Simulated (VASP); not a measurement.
# NaF (I4/mmm) in VASP: notebook

NaF is run at these levels: PBEsol; tasks: single point.

All numbers are computed with VASP 6.6.1; they aren't measurements. Logs are shortened: lines on timing, memory, paths and dates and some standing lists are left out, and cuts for length are marked.

### Step 1. The cell of the first run

It takes space group I4/mmm (No. 139, tetragonal). The conventional cell has a = 3.286 Å, b = 3.286 Å, c = 4.507 Å, α = 90.00°, β = 90.00°, γ = 90.00°. Within 3.0 Å of Na (site symmetry 4/mmm) lie 6 F at 2.25 to 2.32 Å. Within 3.0 Å of F (site symmetry 4/mmm) lie 6 Na at 2.25 to 2.32 Å.

### Step 2. Single point, PBEsol (strain -0.0300 x Voigt [0, 0, 1, 0, 0, 0])

Input file INCAR:

```
  ALGO = Normal
  EDIFF = 1E-7
  ENCUT = 520
  GGA = PS
  ISIF = 2
  ISMEAR = 0
  LASPH = True
  LCHARG = True
  LELF = True
  LREAL = False
  LVHAR = True
  LWAVE = False
  NBANDS = 14
  NELM = 100
  PREC = Accurate
  SIGMA = 0.05
```

Input file KPOINTS:

```
k-points
0
Gamma
  8 8 8
```

Input file POSCAR:

```
NaF
1.0
    0.0000000000      2.3233000000      2.2536010000
    2.3233000000      0.0000000000      2.2536010000
    2.3233000000      2.3233000000      0.0000000000
Na F
1 1
Direct
    0.0000000000      0.0000000000      0.0000000000
    0.5000000000      0.5000000000      0.5000000000
```

Potentials or basis: VASP PAW PBE potentials, release 64 (Na_pv, F).

Command:

```console
cat potpaw_PBE.64/Na_pv/POTCAR potpaw_PBE.64/F/POTCAR > POTCAR
mpirun -np 1 vasp_std > vasp.out
```

OUTCAR:

```text
EDIFF = 1E-7
   ENCUT = 520
   GGA = PS
   ISIF = 2
   ISMEAR = 0
   LASPH = True
   LREAL = False
   NELM = 100
   PREC = Accurate

 ion  position               nearest neighbor table
   1  0.000  0.000  0.000-   2 2.25   2 2.25   2 2.32   2 2.32   2 2.32   2 2.32
   2  0.500  0.500  0.500-   1 2.25   1 2.25   1 2.32   1 2.32   1 2.32   1 2.32

  LATTYP: Found a body centered tetragonal cell.
 ALAT       =     3.2856423695
 C/A-ratio  =     1.3717871555

  Lattice vectors:

 A1 = (   0.0000000000,  -2.3233000000,  -2.2536010000)
 A2 = (   0.0000000000,   2.3233000000,  -2.2536010000)
 A3 = (   2.3233000000,   0.0000000000,   2.2536010000)

Analysis of symmetry for initial positions (statically):
=====================================================================
 Subroutine PRICEL returns:
 Original cell was already a primitive cell.

 Routine SETGRP: Setting up the symmetry group for a
 body centered tetragonal supercell.

 Subroutine GETGRP returns: Found 16 space group operations
 (whereof 16 operations were pure point group operations)
 out of a pool of 16 trial point group operations.

The static configuration has the point symmetry D_4h.

Analysis of symmetry for dynamics (positions and initial velocities):
=====================================================================
 Subroutine PRICEL returns:
 Original cell was already a primitive cell.

 Routine SETGRP: Setting up the symmetry group for a
 body centered tetragonal supercell.

 Subroutine GETGRP returns: Found 16 space group operations
 (whereof 16 operations were pure point group operations)
 out of a pool of 16 trial point group operations.

The dynamic configuration has the point symmetry D_4h.

 Subroutine INISYM returns: Found 16 space group operations
 (whereof 16 operations are pure point group operations),
 and found     1 'primitive' translations

----------------------------------------------------------------------------------------

                                     Primitive cell

  volume of cell :      24.3286

  direct lattice vectors                    reciprocal lattice vectors
     0.000000000  2.323300000  2.253601000    -0.215211122  0.215211122  0.221867136
     2.323300000  0.000000000  2.253601000     0.215211122 -0.215211122  0.221867136
     2.323300000  2.323300000  0.000000000     0.215211122  0.215211122 -0.221867136

  length of vectors
     3.236732976  3.236732976  3.285642369     0.376638660  0.376638660  0.376638660

  position of ions in fractional coordinates (direct lattice)
     0.000000000  0.000000000  0.000000000
     0.500000000  0.500000000  0.500000000

  ion indices of the primitive-cell ions
   primitive index   ion index
                 1           1
                 2           2

----------------------------------------------------------------------------------------

 KPOINTS: k-points

Automatic generation of k-mesh.
 Grid dimensions read from file:
 generate k-points for:    8    8    8

 Generating k-lattice:

  Cartesian coordinates                     Fractional coordinates (reciprocal lattice)
    -0.026901390  0.026901390  0.027733392     0.125000000  0.000000000  0.000000000
     0.026901390 -0.026901390  0.027733392     0.000000000  0.125000000  0.000000000
     0.026901390  0.026901390 -0.027733392     0.000000000  0.000000000  0.125000000

  Length of vectors
     0.047079833  0.047079833  0.047079833

  Shift w.r.t. Gamma in fractional coordinates (k-lattice)
     0.000000000  0.000000000  0.000000000

 Subroutine IBZKPT returns following result:
 ===========================================

 Found     59 irreducible k-points:

 Following reciprocal coordinates:
            Coordinates               Weight
  0.000000  0.000000  0.000000      1.000000
  0.125000  0.000000  0.000000      8.000000
  0.250000  0.000000  0.000000      8.000000
  0.375000  0.000000  0.000000      8.000000
  0.500000  0.000000  0.000000      4.000000
  0.125000  0.125000  0.000000      2.000000
[... 16 lines left out ...]
  0.250000  0.000000  0.125000     16.000000
  0.375000 -0.000000  0.125000     16.000000
 [... further k-points ...]
   k-points           NKPTS =     59   k-points in BZ     NKDIM =     59   number of bands    NBANDS=     14
   number of dos      NEDOS =    301   number of ions     NIONS =      2
   total plane-waves  NPLWV =  13824
   dimension x,y,z NGX =    24 NGY =   24 NGZ =   24
   dimension x,y,z NGXF=    48 NGYF=   48 NGZF=   48
   ions per type =               1   1
   NGX,Y,Z   is equivalent  to a cutoff of  12.33, 12.33, 12.14 a.u.
   NGXF,Y,Z  is equivalent  to a cutoff of  24.65, 24.65, 24.29 a.u.
 SYSTEM =  unknown system
   PREC   = accura    normal or accurate (medium, high low for compatibility)
   ISTART =      0    job   : 0-new  1-cont  2-samecut
   ICHARG =      2    charge: 1-file 2-atom 10-const
   ISPIN  =      1    spin polarized calculation?
   LNONCOLLINEAR =      F non collinear calculations
   LSORBIT =      F    spin-orbit coupling
   LASPH  =      T    aspherical Exc in radial PAW
   ENCUT  =  520.0 eV  38.22 Ry    6.18 a.u.   6.02  6.02  6.11*2*pi/ulx,y,z
   NELM   =    100;   NELMIN=  2; NELMDL= -5     # of ELM steps
   EDIFF  = 0.1E-06   stopping-criterion for ELM
   LREAL  =      F    real-space projection
   EDIFFG = 0.1E-05   stopping-criterion for IOM
   NSW    =      0    number of steps for IOM
   IBRION =     -1    ionic relax: 0-MD 1-quasi-New 2-CG
   NFREE  =      0    steps in history (QN), initial steepest desc. (CG)
   ISIF   =      2    stress and relaxation
   ISYM   =      2    0-nonsym 1-usesym 2-fastsym
   POTIM  = 0.5000    time-step for ionic-motion
   TEBEG  =    0.0;   TEEND  =   0.0 temperature during run
   PSTRESS=    0.0 pullay stress
   NELECT =      14.0000    total number of electrons
   NUPDOWN=      -1.0000    fix difference up-down
   EMIN   =  10.00;   EMAX   =-10.00  energy-range for DOS
   EFERMI =   0.00;   METHOD = LEGACY
   ISMEAR =     0;   SIGMA  =   0.05  broadening in eV -4-tet -1-fermi 0-gaus
   EFERMI_NEDOS =   21; number of points for ismear=-14 and -15
   IALGO  =     38    algorithm
   IMIX   =      4    mixing-type and parameters
     AMIX     =   0.40;   BMIX     =  1.00
     AMIX_MAG =   1.60;   BMIX_MAG =  1.00
  volume/ion in A,a.u.               =      12.16        82.09
  Fermi-wavevector in a.u.,A,eV,Ry     =   1.361690  2.573221 25.227925  1.854200
  Thomas-Fermi vector in A             =   2.488244
   LORBIT       =      0    0 simple, 1 ext, 2 COOP (PROOUT), +10 PAW based schemes
   GGA     = PS    functional components
   LHFCALC =     F    Hartree Fock is set to
   AEXX    =    0.0000 exact exchange contribution
   IVDW    =     0    specifies the selected vdW correction
   LEPSILON=     F    determine dielectric tensor
   LRPA    =     F    only Hartree local field effects (RPA)
 non-spin polarized calculation
 Gauss-broadening in eV      SIGMA  =   0.05
  energy-cutoff  :      520.00
  volume of cell :       24.33
 maximum number of plane-waves:       672
   NGX = 13   NGY = 13   NGZ = 13

 number of electron      13.9999985 magnetization

 Free energy of the ion-electron system (eV)
  ---------------------------------------------------
  ext. energy  EPLUGINS =         0.00000000
  ---------------------------------------------------
  free energy    TOTEN  =        -8.76203284 eV

  energy without entropy =       -8.76203284  energy(sigma->0) =       -8.76203284

 E-fermi :  -1.8654     XC(G=0):  -9.4445

 val. band max:       -2.0799710304   @ k =   0.0000   0.0000   0.0000
 cond. band min:       4.1967783016   @ k =   0.0000   0.0000   0.0000
 fundamental gap:      6.2767493320
 Fermi energy:        -1.8653675787

 k-point     1 :       0.0000    0.0000    0.0000
  band No.  band energies     occupation
      1     -21.1767      2.00000
      2     -20.7831      2.00000
      3     -20.7831      2.00000
      4     -20.7748      2.00000
      5      -2.0800      2.00000
      6      -2.0800      2.00000
      7      -2.0800      2.00000
      8       4.1968      0.00000
      9      16.8542      0.00000
     10      16.8542      0.00000
     11      17.0775      0.00000
     12      19.6600      0.00000
     13      21.6180      0.00000
     14      22.5214      0.00000

 k-point     2 :       0.1250    0.0000    0.0000
  band No.  band energies     occupation
      1     -21.3467      2.00000
      2     -20.7856      2.00000
      3     -20.7797      2.00000
      4     -20.5873      2.00000
      5      -2.3920      2.00000
      6      -2.1225      2.00000
      7      -2.1186      2.00000
      8       4.7559      0.00000
      9      15.1359      0.00000
     10      17.0875      0.00000
     11      17.2621      0.00000
     12      21.1033      0.00000
     13      21.6396      0.00000
     14      21.9204      0.00000

 k-point     3 :       0.2500    0.0000    0.0000
  band No.  band energies     occupation
      1     -21.5716      2.00000
      2     -20.7919      2.00000
      3     -20.7830      2.00000
      4     -20.3079      2.00000
      5      -3.0238      2.00000
      6      -2.2235      2.00000
      7      -2.2108      2.00000
      8       6.0928      0.00000
      9      13.0355      0.00000
     10      17.5775      0.00000
     11      17.8756      0.00000
     12      20.5249      0.00000
     13      21.1497      0.00000
     14      22.5015      0.00000
[... 324 lines left out ...]
 k-point    23 :       0.2500    0.0000    0.1250
  band No.  band energies     occupation
      1     -21.4804      2.00000
      2     -20.7972      2.00000
      3     -20.7904      2.00000
      4     -20.4049      2.00000
      5      -2.8829      2.00000
      6      -2.2407      2.00000
      7      -2.2268      2.00000
      8       5.9781      0.00000
      9      13.4128      0.00000
     10      17.3492      0.00000
     11      17.4783      0.00000
     12      18.9007      0.00000
     13      22.5779      0.00000
     14      24.0059      0.00000

 k-point    24 :       0.3750   -0.0000    0.1250
  band No.  band energies     occupation
      1     -21.6243      2.00000
      2     -20.8051      2.00000
      3     -20.7963      2.00000
      4     -20.2092      2.00000
      5      -3.3597      2.00000
      6      -2.3788      2.00000
      7      -2.3182      2.00000
      8       7.4706      0.00000
      9      11.9012      0.00000
     10      17.0091      0.00000
     11      17.8576      0.00000
     12      19.0260      0.00000
     13      22.2565      0.00000
     14      23.9304      0.00000

 [... further k-points ...]

------------------------ aborting loop because EDIFF is reached ----------------------------------------

  FORCE on cell =-STRESS in cart. coord.  units (eV):
  Direction    XX          YY          ZZ          XY          YZ          ZX
  --------------------------------------------------------------------------------------
  -------------------------------------------------------------------------------------
  Total        0.0178494      0.0178494      0.4701880      0.0000000      0.0000000      0.0000000
  in kB        1.1754833      1.1754833     30.9645340      0.0000000      0.0000000      0.0000000
  external PRESSURE =      11.1051669 kB  Pullay stress =       0.0000000 kB

 VOLUME and BASIS-vectors are now :
 -----------------------------------------------------------------------------
  energy-cutoff  :      520.00
  volume of cell :       24.33
      direct lattice vectors                 reciprocal lattice vectors
     0.000000000  2.323300000  2.253601000    -0.215211122  0.215211122  0.221867136
     2.323300000  0.000000000  2.253601000     0.215211122 -0.215211122  0.221867136
     2.323300000  2.323300000  0.000000000     0.215211122  0.215211122 -0.221867136

 POSITION                                       TOTAL-FORCE (eV/Angst)
 -----------------------------------------------------------------------------------
      0.00000      0.00000      0.00000        -0.000000     -0.000000      0.000000
      2.32330      2.32330      2.25360         0.000000      0.000000      0.000000
 -----------------------------------------------------------------------------------
    total drift:                                0.000000     -0.000000      0.000000

  FREE ENERGIE OF THE ION-ELECTRON SYSTEM (eV)
  ---------------------------------------------------
  free  energy   TOTEN  =        -8.7620328427 eV

  energy  without entropy=       -8.7620328427  energy(sigma->0) =       -8.76203284
```

It took 45 s on 1 thread of Intel Xeon 8259CL, shared host; peak memory 0.14 GiB.

What came out:

```yaml
Free_energy: -8.7620 eV
Pressure: 1.1 GPa
Band_gap_on_the_k_mesh: 6.28 eV, direct
```

Caveat: the cell differs from its parent crystal (strain -0.0300 x Voigt [0, 0, 1, 0, 0, 0]); the PAW data sets were made with another functional, which shifts forces and pressure a little.

### Step 3. Single point, PBEsol (strain +0.0300 x Voigt [0, 0, 1, 0, 0, 0])

Input file INCAR:

```
SYSTEM = NaF
PREC = Accurate ; ENCUT = 520
EDIFF = 1E-7 ; ISMEAR = 0
SIGMA = 0.05 ; LREAL = .False.
LASPH = .True. ; NELM = 80
ALGO = Normal ; ISIF = 2
LWAVE = .False. ; LCHARG = .False.
GGA = PS ; NBANDS = 14
```

Input file KPOINTS:

```
regular mesh
0
Gamma
  8 8 8
  0 0 0
```

Input file POSCAR:

```
NaF
1.0
    0.0000000000      2.3233000000      2.3929990000
    2.3233000000      0.0000000000      2.3929990000
    2.3233000000      2.3233000000      0.0000000000
Na F
1 1
Direct
    0.0000000000      0.0000000000      0.0000000000
    0.5000000000      0.5000000000      0.5000000000
```

Potentials or basis: VASP PAW PBE potentials, release 64 (Na_pv, F).

Command:

```console
cat potpaw_PBE.64/Na_pv/POTCAR potpaw_PBE.64/F/POTCAR > POTCAR
mpirun -np 1 vasp_std > vasp.out
```

Wall time 59 s (1 thread of Intel Xeon 8259CL, shared host); peak memory 0.15 GiB.

Results (log left out):

```
Free energy            : -8.7612 eV
Pressure               : -1.7 GPa
Band gap on the k mesh : 5.97 eV, direct
```

Stress tensor (GPa, compression positive):
```
-1.14  0.00  0.00
 0.00 -1.14  0.00
 0.00  0.00 -2.95
```

Levels at points of the mesh, in eV from the valence-band top:
```
           k point  band 5  band 6  band 7  band 8  band 9  band 10
(0.00, 0.00, 0.00)    0.00    0.00    0.00    5.97   18.45    18.66
(0.50, 0.00, 0.00)   -1.54   -0.25   -0.23   10.38   12.02    19.32
(0.50, 0.50, 0.00)   -1.27   -0.36   -0.36   12.42   13.09    13.16
(0.50, 0.00, 0.50)   -1.23   -0.43   -0.39   12.80   12.88    13.21
```

Caveat: the cell differs from its parent crystal (strain +0.0300 x Voigt [0, 0, 1, 0, 0, 0]); the PAW data sets were made with another functional, which shifts forces and pressure a little.
